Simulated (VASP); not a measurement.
# GaP (I-4m2) in VASP: G0W0 quasiparticle levels with PBEsol

Aim: the G0W0 quasiparticle levels of GaP with PBEsol.

Program: VASP 6.6.1. These are calculated values, not measurements. Logs are shortened: lines on timing, memory, paths and dates and some standing lists are left out, and cuts for length are marked.

### 1 The cell of the first run

It takes space group I-4m2 (No. 119, tetragonal). Conventional cell: a = 3.858 Å, b = 3.858 Å, c = 5.384 Å, α = 90.00°, β = 90.00°, γ = 90.00°. Within 3.1 Å of Ga (site symmetry -4m2) lie 4 P at 2.35 Å. P (site symmetry -4m2) has 4 Ga at 2.35 Å within 3.1 Å.

### 2 G0W0 quasiparticle levels, PBEsol

The input, POSCAR:

```
GaP
1.0
    0.0000000000      2.7277788672      2.6920326074
    2.7277788672      0.0000000000      2.6920326074
    2.7277788672      2.7277788672      0.0000000000
Ga P
1 1
Direct
    0.0000000000      0.0000000000      0.0000000000
    0.2500000000      0.2500000000      0.2500000000
```

The input, INCAR.step1:

```
SYSTEM = GaP
PREC = Accurate
ENCUT = 500
EDIFF = 1E-8
ISMEAR = 0
SIGMA = 0.01
LREAL = .False.
LASPH = .True.
NELM = 100
ALGO = Normal
LWAVE = .True.
LCHARG = .False.
GGA = PS
```

The input, INCAR.step2:

```
SYSTEM = GaP
PREC = Accurate
ENCUT = 500
EDIFF = 1E-8
ISMEAR = 0
SIGMA = 0.01
LREAL = .False.
LASPH = .True.
NELM = 1
ALGO = Exact
LWAVE = .True.
LCHARG = .False.
GGA = PS
NBANDS = 99
LOPTICS = .True.
ISTART = 1
```

The input, INCAR.step3:

```
SYSTEM = GaP
PREC = Accurate
ENCUT = 500
EDIFF = 1E-8
ISMEAR = 0
SIGMA = 0.01
LREAL = .False.
LASPH = .True.
ALGO = EVGW0
LWAVE = .False.
LCHARG = .False.
GGA = PS
NELMGW = 1
NBANDS = 99
ENCUTGW = 100.0
NOMEGA = 48
PRECFOCK = Fast
ISTART = 1
NBANDSGW = 17
```

The input, KPOINTS:

```
Automatic mesh
0
Gamma
  4 4 4
  0 0 0
```

Potentials or basis: VASP PAW PBE potentials, release 64 (Ga_d_GW, P_GW).

Launch:

```bash
$ cat potpaw_PBE.64/Ga_d_GW/POTCAR potpaw_PBE.64/P_GW/POTCAR > POTCAR
$ cp INCAR.step1 INCAR
$ mpirun -np 1 vasp_std > vasp.out
$ cp INCAR.step2 INCAR
$ mpirun -np 1 vasp_std > vasp.out
$ cp INCAR.step3 INCAR
$ mpirun -np 1 vasp_std > vasp.out
```

OUTCAR:

```text
SYSTEM = GaP
   PREC = Accurate
   ENCUT = 500
   EDIFF = 1E-8
   ISMEAR = 0
   LREAL = .False.
   LASPH = .True.
   GGA = PS
   NELMGW = 1
   ENCUTGW = 100.0
   PRECFOCK = Fast
   ISTART = 1

 ion  position               nearest neighbor table
   1  0.000  0.000  0.000-   2 2.35   2 2.35   2 2.35   2 2.35
   2  0.250  0.250  0.250-   1 2.35   1 2.35   1 2.35   1 2.35

  LATTYP: Found a body centered tetragonal cell.
 ALAT       =     3.8576618691
 C/A-ratio  =     1.3956809584

  Lattice vectors:

 A1 = (   0.0000000000,  -2.7277788672,  -2.6920326074)
 A2 = (   0.0000000000,   2.7277788672,  -2.6920326074)
 A3 = (   2.7277788672,   0.0000000000,   2.6920326074)

Analysis of symmetry for initial positions (statically):
=====================================================================
 Subroutine PRICEL returns:
 Original cell was already a primitive cell.

 Routine SETGRP: Setting up the symmetry group for a
 body centered tetragonal supercell.

 Subroutine GETGRP returns: Found  8 space group operations
 (whereof  8 operations were pure point group operations)
 out of a pool of 16 trial point group operations.

The static configuration has the point symmetry D_2d.

Analysis of symmetry for dynamics (positions and initial velocities):
=====================================================================
 Subroutine PRICEL returns:
 Original cell was already a primitive cell.

 Routine SETGRP: Setting up the symmetry group for a
 body centered tetragonal supercell.

 Subroutine GETGRP returns: Found  8 space group operations
 (whereof  8 operations were pure point group operations)
 out of a pool of 16 trial point group operations.

The dynamic configuration has the point symmetry D_2d.

 Subroutine INISYM returns: Found  8 space group operations
 (whereof  8 operations are pure point group operations),
 and found     1 'primitive' translations

----------------------------------------------------------------------------------------

                                     Primitive cell

  volume of cell :      40.0616

  direct lattice vectors                    reciprocal lattice vectors
     0.000000000  2.727778867  2.692032607    -0.183299316  0.183299316  0.185733263
     2.727778867  0.000000000  2.692032607     0.183299316 -0.183299316  0.185733263
     2.727778867  2.727778867  0.000000000     0.183299316  0.183299316 -0.185733263

  length of vectors
     3.832468801  3.832468801  3.857661869     0.318895160  0.318895160  0.318895160

  position of ions in fractional coordinates (direct lattice)
     0.000000000  0.000000000  0.000000000
     0.250000000  0.250000000  0.250000000

  ion indices of the primitive-cell ions
   primitive index   ion index
                 1           1
                 2           2

----------------------------------------------------------------------------------------

 KPOINTS: Automatic mesh

Automatic generation of k-mesh.
 Grid dimensions read from file:
 generate k-points for:    4    4    4

 Generating k-lattice:

  Cartesian coordinates                     Fractional coordinates (reciprocal lattice)
    -0.045824829  0.045824829  0.046433316     0.250000000  0.000000000  0.000000000
     0.045824829 -0.045824829  0.046433316     0.000000000  0.250000000  0.000000000
     0.045824829  0.045824829 -0.046433316     0.000000000  0.000000000  0.250000000

  Length of vectors
     0.079723790  0.079723790  0.079723790

  Shift w.r.t. Gamma in fractional coordinates (k-lattice)
     0.000000000  0.000000000  0.000000000

 Subroutine IBZKPT returns following result:
 ===========================================

 Found     13 irreducible k-points:

 Following reciprocal coordinates:
            Coordinates               Weight
  0.000000  0.000000  0.000000      1.000000
  0.250000  0.000000  0.000000      8.000000
  0.500000  0.000000  0.000000      4.000000
  0.250000  0.250000  0.000000      2.000000
  0.500000  0.250000  0.000000      8.000000
 -0.250000  0.250000  0.000000      4.000000
  0.500000  0.500000  0.000000      1.000000
  0.250000  0.000000  0.250000      4.000000
  0.500000  0.000000  0.250000     16.000000
 -0.250000  0.000000  0.250000      8.000000
 -0.250000  0.500000  0.250000      4.000000
  0.500000  0.000000  0.500000      2.000000
 -0.250000  0.250000  0.500000      2.000000
   k-points           NKPTS =     13   k-points in BZ     NKDIM =     64   number of bands    NBANDS=     99
   number of dos      NEDOS =    301   number of ions     NIONS =      2
   total plane-waves  NPLWV =  21952
   dimension x,y,z NGX =    28 NGY =   28 NGZ =   28
   dimension x,y,z NGXF=    56 NGYF=   56 NGZF=   56
   ions per type =               1   1
   NGX,Y,Z   is equivalent  to a cutoff of  12.15, 12.15, 12.07 a.u.
   NGXF,Y,Z  is equivalent  to a cutoff of  24.29, 24.29, 24.13 a.u.
 SYSTEM =  GaP
   PREC   = accura    normal or accurate (medium, high low for compatibility)
   ISTART =      1    job   : 0-new  1-cont  2-samecut
   ICHARG =      0    charge: 1-file 2-atom 10-const
   ISPIN  =      1    spin polarized calculation?
   LNONCOLLINEAR =      F non collinear calculations
   LSORBIT =      F    spin-orbit coupling
   LASPH  =      T    aspherical Exc in radial PAW
   ENCUT  =  500.0 eV  36.75 Ry    6.06 a.u.   6.99  6.99  7.03*2*pi/ulx,y,z
   NELM   =     60;   NELMIN=  2; NELMDL=  0     # of ELM steps
   EDIFF  = 0.1E-07   stopping-criterion for ELM
   LREAL  =      F    real-space projection
   EDIFFG = 0.1E-06   stopping-criterion for IOM
   NSW    =      0    number of steps for IOM
   IBRION =     -1    ionic relax: 0-MD 1-quasi-New 2-CG
   NFREE  =      0    steps in history (QN), initial steepest desc. (CG)
   ISIF   =      0    stress and relaxation
   ISYM   =      3    0-nonsym 1-usesym 2-fastsym
   POTIM  = 0.5000    time-step for ionic-motion
   TEBEG  =    0.0;   TEEND  =   0.0 temperature during run
   PSTRESS=    0.0 pullay stress
   NELECT =      18.0000    total number of electrons
   NUPDOWN=      -1.0000    fix difference up-down
   EMIN   =  10.00;   EMAX   =-10.00  energy-range for DOS
   EFERMI =   0.00;   METHOD = LEGACY
   ISMEAR =     0;   SIGMA  =   0.01  broadening in eV -4-tet -1-fermi 0-gaus
   EFERMI_NEDOS =   21; number of points for ismear=-14 and -15
   IALGO  =     38    algorithm
   IMIX   =      4    mixing-type and parameters
     AMIX     =   0.40;   BMIX     =  1.00
     AMIX_MAG =   1.60;   BMIX_MAG =  1.00
  volume/ion in A,a.u.               =      20.03       135.17
  Fermi-wavevector in a.u.,A,eV,Ry     =   1.253880  2.369490 21.391299  1.572216
  Thomas-Fermi vector in A             =   2.387712
   LORBIT       =      0    0 simple, 1 ext, 2 COOP (PROOUT), +10 PAW based schemes
   GGA     = PS    functional components
   LHFCALC =     T    Hartree Fock is set to
   PRECFOCK=fast      Normal, Fast or Accurate (Low or Medium for compatibility)
   ENCUT4O =  -1.0   cutoff for four orbital integrals eV
   NKREDX  =     1    reduce k-point grid by
   NKREDY  =     1    reduce k-point grid by
   NKREDZ  =     1    reduce k-point grid by
   AEXX    =    1.0000 exact exchange contribution
   HFSCREEN=    0.0000 screening length (either q_TF or 0.3 A-1)
   HFSCREENC=   0.0000 screening length for correlation (either q_TF or 0.3 A-1)
   ENCUTFOCK=  -1.0 apply spherical cutoff to Coloumb kernel
   IVDW    =     0    specifies the selected vdW correction
   LEPSILON=     F    determine dielectric tensor
   LRPA    =     F    only Hartree local field effects (RPA)
   LRPAFORCE           =     F    calculate RPA forces
   ENCUTGW             = 100.0    cutoff for response function in eV
   ENCUTGWSOFT         =  80.0    soft cutoff for Coulomb kernel in GW response function in eV
   ENCUTLF             =  -1.0    cutoff for local field effects
   NELMGW              =     1    number of iterations in solving QP/BSE equation
   NELMHF              =     1    number of iterations in the inner HF iteration
   NKREDLFX            =     1    NKREDLFY  =   1   NKREDLFZ  =   1
 non-spin polarized calculation
 Gauss-broadening in eV      SIGMA  =   0.01
  energy-cutoff  :      500.00
  volume of cell :       40.06
 maximum number of plane-waves:      1028
  NGX = 16; NGY = 16; NGZ = 16
   NGX = 13   NGY = 13   NGZ = 13
 maximum number of plane-waves:       100
 NGX is ok and might be reduce to    14

 QP shifts <psi_nk| G(iteration)W_0 |psi_nk>: iteration 1
 for sc-GW calculations column KS-energies equals QP-energies in previous step
 and V_xc(KS)=  KS-energies - (<T + V_ion + V_H > + <T+V_H+V_ion>^1  + <V_x>^1)

 k-point   1 :       0.0000    0.0000    0.0000
  band No.  KS-energies  QP-energies   sigma(KS)   V_xc(KS)     V^pw_x(r,r')   Z            occupation Imag(sigma)

      1     -10.1865     -12.9134     -25.6035     -21.6419     -34.9632       0.6883       2.0000       0.2427
      2     -10.1865     -12.9134     -25.6035     -21.6419     -34.9632       0.6883       2.0000       0.2427
      3     -10.1825     -12.9088     -25.6071     -21.6454     -34.9697       0.6882       2.0000       0.2437
      4     -10.0830     -12.8544     -25.7754     -21.7690     -35.1064       0.6917       2.0000       0.2074
      5     -10.0830     -12.8544     -25.7754     -21.7690     -35.1064       0.6917       2.0000       0.2074
      6      -8.1879      -8.5766     -12.0181     -11.4187     -18.6688       0.6485       2.0000       1.0637
[... 9 lines left out ...]
     16      14.2214      14.5931     -10.4627     -10.9612      -5.0101       0.7455       0.0000      -0.2716
     17      16.5859      16.6379      -8.4271      -8.4960      -2.4704       0.7543       0.0000      -0.5000

 k-point   2 :       0.2500    0.0000    0.0000
  band No.  KS-energies  QP-energies   sigma(KS)   V_xc(KS)     V^pw_x(r,r')   Z            occupation Imag(sigma)

      1     -10.2307     -12.8906     -25.2834     -21.4082     -34.6156       0.6864       2.0000       0.2658
      2     -10.1714     -12.9028     -25.6351     -21.6696     -34.9968       0.6888       2.0000       0.2412
      3     -10.1689     -12.9028     -25.6403     -21.6721     -35.0039       0.6890       2.0000       0.2418
      4     -10.0835     -12.8552     -25.7783     -21.7721     -35.1125       0.6919       2.0000       0.2075
      5     -10.0807     -12.8487     -25.7743     -21.7702     -35.1096       0.6913       2.0000       0.2076
      6      -7.3955      -7.8440     -12.4518     -11.7910     -18.8752       0.6787       2.0000       0.9862
[... 9 lines left out ...]
     16      14.1500      14.2708      -8.1320      -8.2907      -2.5388       0.7606       0.0000      -0.3423
     17      17.3790      17.6423      -9.0985      -9.4495      -3.0001       0.7500       0.0000      -0.5634

 k-point   3 :       0.5000    0.0000    0.0000
  band No.  KS-energies  QP-energies   sigma(KS)   V_xc(KS)     V^pw_x(r,r')   Z            occupation Imag(sigma)

      1     -10.2693     -12.8864     -25.0877     -21.2659     -34.4051       0.6848       2.0000       0.2808
      2     -10.1613     -12.8971     -25.6507     -21.6818     -35.0099       0.6893       2.0000       0.2395
      3     -10.1589     -12.8959     -25.6562     -21.6851     -35.0169       0.6892       2.0000       0.2397
      4     -10.0778     -12.8556     -25.7949     -21.7890     -35.1381       0.6934       2.0000       0.2091
      5     -10.0739     -12.8486     -25.7935     -21.7899     -35.1379       0.6930       2.0000       0.2089
      6      -6.0593      -6.5434     -13.1846     -12.4917     -19.2441       0.6986       2.0000       0.8363
[... 9 lines left out ...]
     16      16.0654      16.4791     -10.5028     -11.0549      -4.3540       0.7492       0.0000      -0.5000
     17      17.8814      18.1162     -10.2794     -10.5938      -3.9686       0.7471       0.0000      -0.6817

 k-point   4 :       0.2500    0.2500    0.0000
  band No.  KS-energies  QP-energies   sigma(KS)   V_xc(KS)     V^pw_x(r,r')   Z            occupation Imag(sigma)

      1     -10.2531     -12.8987     -25.2296     -21.3709     -34.5642       0.6856       2.0000       0.2702
      2     -10.1535     -12.8984     -25.6816     -21.7062     -35.0479       0.6905       2.0000       0.2396
      3     -10.1535     -12.8984     -25.6816     -21.7062     -35.0479       0.6905       2.0000       0.2396
      4     -10.1023     -12.8459     -25.7123     -21.7180     -35.0364       0.6869       2.0000       0.2103
      5     -10.0704     -12.8517     -25.7949     -21.7891     -35.1355       0.6943       2.0000       0.2064
      6      -7.1135      -7.5526     -12.5025     -11.8475     -18.8335       0.6704       2.0000       0.9583
[... 142 lines left out ...]
      2     -10.1463     -12.8997     -25.7014     -21.7194     -35.0655       0.6915       2.0000       0.2363
      3     -10.1242     -12.8778     -25.7165     -21.7369     -35.0814       0.6919       2.0000       0.2335
      4     -10.1005     -12.8588     -25.7411     -21.7440     -35.0765       0.6901       2.0000       0.2123
      5     -10.0734     -12.8434     -25.7797     -21.7789     -35.1209       0.6924       2.0000       0.2063
      6      -5.0205      -5.4889     -13.5344     -12.8647     -19.3229       0.6993       2.0000       0.7062
[... 9 lines left out ...]
     16      18.1631      18.6445     -10.6622     -11.3117      -4.0356       0.7411       0.0000      -0.6766
     17      18.2611      18.5415     -10.0525     -10.4242      -3.7210       0.7544       0.0000      -0.6682

 k-point  12 :       0.5000    0.0000    0.5000
  band No.  KS-energies  QP-energies   sigma(KS)   V_xc(KS)     V^pw_x(r,r')   Z            occupation Imag(sigma)

      1     -10.3055     -12.9091     -25.0730     -21.2584     -34.3993       0.6825       2.0000       0.2811
      2     -10.1186     -12.8766     -25.7231     -21.7387     -35.0804       0.6922       2.0000       0.2295
      3     -10.1186     -12.8766     -25.7231     -21.7387     -35.0804       0.6922       2.0000       0.2295
      4     -10.1186     -12.8766     -25.7231     -21.7387     -35.0804       0.6922       2.0000       0.2295
      5     -10.0617     -12.8497     -25.8165     -21.8109     -35.1643       0.6960       2.0000       0.2050
      6      -5.1487      -5.5977     -13.3165     -12.6686     -19.1093       0.6931       2.0000       0.7250
[... 9 lines left out ...]
     16      17.2649      17.6300     -10.8115     -11.2953      -4.7041       0.7547       0.0000      -0.5755
     17      17.3186      17.6582     -10.7445     -11.1953      -4.6288       0.7532       0.0000      -0.5792

 k-point  13 :      -0.2500    0.2500    0.5000
  band No.  KS-energies  QP-energies   sigma(KS)   V_xc(KS)     V^pw_x(r,r')   Z            occupation Imag(sigma)

      1     -10.2857     -12.8823     -25.0824     -21.2740     -34.4152       0.6818       2.0000       0.2829
      2     -10.1458     -12.9061     -25.7051     -21.7220     -35.0682       0.6930       2.0000       0.2355
      3     -10.1240     -12.8789     -25.7165     -21.7379     -35.0850       0.6924       2.0000       0.2351
      4     -10.0974     -12.8579     -25.7355     -21.7397     -35.0704       0.6908       2.0000       0.2118
      5     -10.0763     -12.8480     -25.7821     -21.7800     -35.1222       0.6926       2.0000       0.2061
      6      -5.0427      -5.5112     -13.5298     -12.8591     -19.3236       0.6984       2.0000       0.7091
[... 9 lines left out ...]
     16      17.9443      18.4232     -10.6464     -11.2929      -4.0609       0.7408       0.0000      -0.6589
     17      18.1039      18.3777     -10.0301     -10.3930      -3.7317       0.7545       0.0000      -0.6586
```

Run time: 3.1 min. Hardware: 1 thread of Intel Xeon Platinum 8488C (Sapphire Rapids), shared host; peak memory 0.46 GiB.

What came out:

| Item | Value |
| --- | --- |
| Quasiparticle gap | 1.89 eV |
| Least direct quasiparticle gap | 2.74 eV |
| Band gap of the starting levels on the mesh | 1.35 eV |
| Least direct gap of the starting levels on the mesh | 1.77 eV |

Caveat: the k points lie up to 0.50 Å⁻¹ apart; bands, screening cutoff and mesh are small and nothing is extrapolated, so the quasiparticle values aren't converged.
